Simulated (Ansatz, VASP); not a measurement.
# One calculation of Al8N, two programs

INCAR

```
SYSTEM = Al8N
ALGO = Normal
DIPOL = 0.5 0.5 0.397
EDIFF = 1E-6
ENCUT = 520
GGA = PE
IDIPOL = 3
ISIF = 2
ISMEAR = 0
LASPH = .TRUE.
LCHARG = .TRUE.
LDIPOL = .TRUE.
LELF = .TRUE.
LREAL = .FALSE.
LVACPOTAV = .TRUE.
LVHAR = .TRUE.
LWAVE = .FALSE.
NBANDS = 24
NELM = 100
PREC = Accurate
SIGMA = 0.1
```

KPOINTS

```
k-points
0
G
  9 9 1
  0 0 0
```

File POSCAR:

```
Al8N
1.0
    2.8543223330      0.0000000000      0.0000000000
   -1.4271611665      2.4719156510      0.0000000000
    0.0000000000      0.0000000000     33.4760593533
Al N
8 1
Direct
    0.3333333333      0.6666666667      0.1194883770
    0.0000000000      0.0000000000      0.1895622803
    0.6666666667      0.3333333333      0.2596361837
    0.0000000000      0.0000000000      0.3297100869
    0.3333333333      0.6666666667      0.3992195594
    0.0000000000      0.0000000000      0.4696536480
    0.6666666667      0.3333333333      0.5400996810
    0.0000000000      0.0000000000      0.6116627748
    0.6666666667     -0.6666666667      0.6507952183
```

Input for Ansatz:

```yaml
crystal:
  lattice:
    - [2.854322333, 0.0, 0.0]
    - [-1.4271611665, 2.471915651, 0.0]
    - [0.0, 0.0, 33.4760593533]
  atoms:
    - { symbol: Al, position: [0.3333333333, 0.6666666667, 0.119488377] }
    - { symbol: Al, position: [0.0, 0.0, 0.1895622803] }
    - { symbol: Al, position: [0.6666666667, 0.3333333333, 0.2596361837] }
    - { symbol: Al, position: [0.0, 0.0, 0.3297100869] }
    - { symbol: Al, position: [0.3333333333, 0.6666666667, 0.3992195594] }
    - { symbol: Al, position: [0.0, 0.0, 0.469653648] }
    - { symbol: Al, position: [0.6666666667, 0.3333333333, 0.540099681] }
    - { symbol: Al, position: [0.0, 0.0, 0.6116627748] }
    - { symbol: "N", position: [0.6666666667, -0.6666666667, 0.6507952183] }
basis:
  ecutwfc: 420
kpoints:
  mp_grid: { grid: [9, 9, 1] }
hamiltonian:
  xc: pbe
scf:
  occupations: { method: gaussian, width: 0.1 }
output:
  forces: true
  eigenvalues: true
efield:
  axis: 3
  dipole_correction: true
  ramp_width: 0.04
```

Alike in both runs: task single point; functional PBE; k mesh 9 × 9 × 1; occupations gaussian, width 0.1 eV; no spin polarisation.

```csv
,VASP,Ansatz
version,VASP 6.6.1,Ansatz 0.2.0
potentials or method,"VASP PAW PBE potentials, release 64 (Al, N), cutoff 520 eV","scalar-relativistic, plane waves, PAW"
valence electrons in the cell,29,29
```

```csv
,VASP,Ansatz,Ansatz less VASP
gap on the k mesh at the Fermi level (eV),none,none,-
rms of the force components (eV/Å),1.045,1.051,+0.0061
"work function, face that differs most (eV)",4.16,4.04,-0.120
```

Atom by atom the forces differ by 0.006 eV/Å (rms over components). A gap of «none» marks a metal or a gap that the smearing closes.
